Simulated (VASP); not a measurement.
# CaSe (I-4m2) in VASP: a series of runs, part 2 of 2

VASP 6.6.1. The steps go on from the part before.

## 3. Single point, PBE (strain +0.000 along x and y, -0.040 along z)

The input, INCAR:

```
ALGO = Normal ; EDIFF = 1E-7
ENCUT = 520 ; GGA = PE
ISIF = 2 ; ISMEAR = 0
LASPH = True ; LCHARG = False
LREAL = False ; LWAVE = False
NBANDS = 15 ; NELM = 60
PREC = Accurate ; SIGMA = 0.05
```

The input, KPOINTS:

```
k-points
0
Gamma
  6 6 6
```

The input, POSCAR:

```
CaSe
1.0
    0.0000000000      3.3000000000      3.1680000000
    3.3000000000      0.0000000000      3.1680000000
    3.3000000000      3.3000000000      0.0000000000
Ca Se
1 1
Direct
    0.0000000000      0.0000000000      0.0000000000
    0.7500000000      0.7500000000      0.7500000000
```

Potentials or basis: VASP PAW PBE potentials, release 64 (Ca_sv, Se).

Command:

```sh
$ cat potpaw_PBE.64/Ca_sv/POTCAR potpaw_PBE.64/Se/POTCAR > POTCAR
$ mpirun -np 1 vasp_std > vasp.out
```

OUTCAR:

```text
EDIFF = 1E-7
   ENCUT = 520
   GGA = PE
   ISIF = 2
   ISMEAR = 0
   LASPH = True
   LREAL = False
   NELM = 60
   PREC = Accurate

 ion  position               nearest neighbor table
   1  0.000  0.000  0.000-   2 2.82   2 2.82   2 2.82   2 2.82
   2  0.750  0.750  0.750-   1 2.82   1 2.82   1 2.82   1 2.82

  LATTYP: Found a body centered tetragonal cell.
 ALAT       =     4.6669047558
 C/A-ratio  =     1.3576450199

  Lattice vectors:

 A1 = (   0.0000000000,  -3.3000000000,  -3.1680000000)
 A2 = (   0.0000000000,   3.3000000000,  -3.1680000000)
 A3 = (   3.3000000000,   0.0000000000,   3.1680000000)

Analysis of symmetry for initial positions (statically):
=====================================================================
 Subroutine PRICEL returns:
 Original cell was already a primitive cell.

 Routine SETGRP: Setting up the symmetry group for a
 body centered tetragonal supercell.

 Subroutine GETGRP returns: Found  8 space group operations
 (whereof  8 operations were pure point group operations)
 out of a pool of 16 trial point group operations.

The static configuration has the point symmetry D_2d.

Analysis of symmetry for dynamics (positions and initial velocities):
=====================================================================
 Subroutine PRICEL returns:
 Original cell was already a primitive cell.

 Routine SETGRP: Setting up the symmetry group for a
 body centered tetragonal supercell.

 Subroutine GETGRP returns: Found  8 space group operations
 (whereof  8 operations were pure point group operations)
 out of a pool of 16 trial point group operations.

The dynamic configuration has the point symmetry D_2d.

 Subroutine INISYM returns: Found  8 space group operations
 (whereof  8 operations are pure point group operations),
 and found     1 'primitive' translations

----------------------------------------------------------------------------------------

                                     Primitive cell

  volume of cell :      68.9990

[... 118 lines left out ...]
   LRPA    =     F    only Hartree local field effects (RPA)
 non-spin polarized calculation
 Gauss-broadening in eV      SIGMA  =   0.05
  energy-cutoff  :      520.00
  volume of cell :       69.00
 maximum number of plane-waves:      1884
 NGX is ok and might be reduce to    36
   NGX = 17   NGY = 17   NGZ = 17

 number of electron      16.0000003 magnetization

 Free energy of the ion-electron system (eV)
  ---------------------------------------------------
  ext. energy  EPLUGINS =         0.00000000
  ---------------------------------------------------
  free energy    TOTEN  =        -8.95783973 eV

  energy without entropy =       -8.95783973  energy(sigma->0) =       -8.95783973

 E-fermi :   0.0611     XC(G=0):  -7.7061

 val. band max:       -0.1738757694   @ k =   0.5000   0.0000   0.0000
 cond. band min:       3.0547585047   @ k =   0.0000   0.0000   0.0000
 fundamental gap:      3.2286342741
 Fermi energy:         0.0610953314

 k-point     1 :       0.0000    0.0000    0.0000
  band No.  band energies     occupation
      1     -39.1837      2.00000
      2     -20.2133      2.00000
      3     -20.2026      2.00000
      4     -20.2026      2.00000
      5     -10.5677      2.00000
      6      -0.3300      2.00000
      7      -0.3300      2.00000
      8      -0.2839      2.00000
      9       3.0548      0.00000
     10       5.1103      0.00000
     11       5.3185      0.00000
     12       7.2354      0.00000
     13       7.2354      0.00000
     14       7.3978      0.00000
[... 401 lines left out ...]
      2     -20.2517      2.00000
      3     -20.2283      2.00000
      4     -20.2151      2.00000
      5     -10.2266      2.00000
      6      -1.3627      2.00000
      7      -0.4325      2.00000
      8      -0.2049      2.00000
      9       3.5724      0.00000
     10       4.9069      0.00000
     11       5.6708      0.00000
     12       6.2174      0.00000
     13       6.3615      0.00000
     14       7.5847      0.00000
     15       9.0463      0.00000

 [... further k-points ...]

------------------------ aborting loop because EDIFF is reached ----------------------------------------

  FORCE on cell =-STRESS in cart. coord.  units (eV):
  Direction    XX          YY          ZZ          XY          YZ          ZX
  --------------------------------------------------------------------------------------
  -------------------------------------------------------------------------------------
  Total        0.5603100      0.5603100      0.5871728      0.0000000      0.0000000      0.0000000
  in kB       13.0105586     13.0105586     13.6343185      0.0000000      0.0000000      0.0000000
  external PRESSURE =      13.2184785 kB  Pullay stress =       0.0000000 kB

 VOLUME and BASIS-vectors are now :
 -----------------------------------------------------------------------------
  energy-cutoff  :      520.00
  volume of cell :       69.00
      direct lattice vectors                 reciprocal lattice vectors
     0.000000000  3.300000000  3.168000000    -0.151515152  0.151515152  0.157828283
     3.300000000  0.000000000  3.168000000     0.151515152 -0.151515152  0.157828283
     3.300000000  3.300000000  0.000000000     0.151515152  0.151515152 -0.157828283

 POSITION                                       TOTAL-FORCE (eV/Angst)
 -----------------------------------------------------------------------------------
      0.00000      0.00000      0.00000        -0.000000     -0.000000      0.000000
      4.95000      4.95000      4.75200         0.000000      0.000000      0.000000
 -----------------------------------------------------------------------------------
    total drift:                               -0.000000     -0.000000     -0.000000

  FREE ENERGIE OF THE ION-ELECTRON SYSTEM (eV)
  ---------------------------------------------------
  free  energy   TOTEN  =        -8.9578397314 eV

  energy  without entropy=       -8.9578397314  energy(sigma->0) =       -8.95783973
```

Run time: 52 s. Hardware: 1 thread of Intel Xeon 8259CL, shared host; peak memory 0.22 GiB.

What came out:

| Quantity | Value |
| --- | --- |
| Free energy | -8.9578 eV |
| Pressure | 1.3 GPa |
| Band gap on the k mesh | 3.23 eV (least direct gap 3.34 eV) |

Caveat: the cell differs from its parent crystal (strain +0.000 along x and y, -0.040 along z).

## 4. Single point, PBE (strain +0.040 along x and y, -0.080 along z)

The input, INCAR:

```
ALGO = Normal
EDIFF = 1E-6
ENCUT = 520
GGA = PE
ISIF = 2
ISMEAR = 0
LASPH = T
LCHARG = F
LREAL = F
LWAVE = F
NBANDS = 15
NELM = 80
PREC = Accurate
SIGMA = 0.05
```

KPOINTS is that of step 3.

The input, POSCAR:

```
CaSe
1.0
    0.0000000000      3.4320000000      3.0360000000
    3.4320000000      0.0000000000      3.0360000000
    3.4320000000      3.4320000000      0.0000000000
Ca Se
1 1
Direct
    0.0000000000      0.0000000000      0.0000000000
    0.7500000000      0.7500000000      0.7500000000
```

Command:

```sh
$ cat potpaw_PBE.64/Ca_sv/POTCAR potpaw_PBE.64/Se/POTCAR > POTCAR
$ mpirun -np 1 vasp_std > vasp.out
```

Run time: 49 s. Hardware: 1 thread of Intel Xeon 8259CL, shared host; peak memory 0.22 GiB.

It converged, with:

```yaml
Free_energy: -8.9636 eV
Pressure: -0.2 GPa
Band_gap_on_the_k_mesh: 2.99 eV (least direct gap 3.11 eV)
```

Stress tensor (GPa, compression positive):
```
-0.30  0.00  0.00
 0.00 -0.30  0.00
 0.00  0.00 -0.06
```

Levels at points of the mesh, in eV from the valence-band top:
```csv
k point,band 6,band 7,band 8,band 9,band 10,band 11
"(0.00, 0.00, 0.00)",-0.24,-0.24,-0.12,2.99,4.89,5.45
"(0.50, 0.00, 0.00)",-1.35,-0.29,0.00,4.89,5.20,5.31
"(0.50, 0.50, 0.00)",-1.19,-0.38,-0.38,3.56,4.77,5.92
"(0.50, 0.00, 0.50)",-1.45,-0.10,-0.05,3.36,4.71,5.86
```

Caveat: the cell differs from its parent crystal (strain +0.040 along x and y, -0.080 along z). A k mesh can miss the band edges.

## 5. Summary

| cell | gap on the mesh (eV) | pressure (GPa) |
| --- | --- | --- |
| a = 4.484, b = 4.484, c = 4.667 Å, angles 58.6, 58.6, 62.7°, 2 atoms | 3.30 | 2.9 |
| a = 4.575, b = 4.575, c = 4.667 Å, angles 59.3, 59.3, 61.3°, 2 atoms | 3.23 | 1.3 |
| a = 4.582, b = 4.582, c = 4.854 Å, angles 58.0, 58.0, 64.0°, 2 atoms | 2.99 | -0.2 |

Alike in all rows: task single point; level PBE; potentials or basis VASP PAW PBE potentials, release 64 (Ca_sv, Se); no spin polarisation; k mesh 6 × 6 × 6; cutoff (eV) 520; smearing gaussian 0.05 eV.

Absolute energies hang on the potentials; compare differences alone.
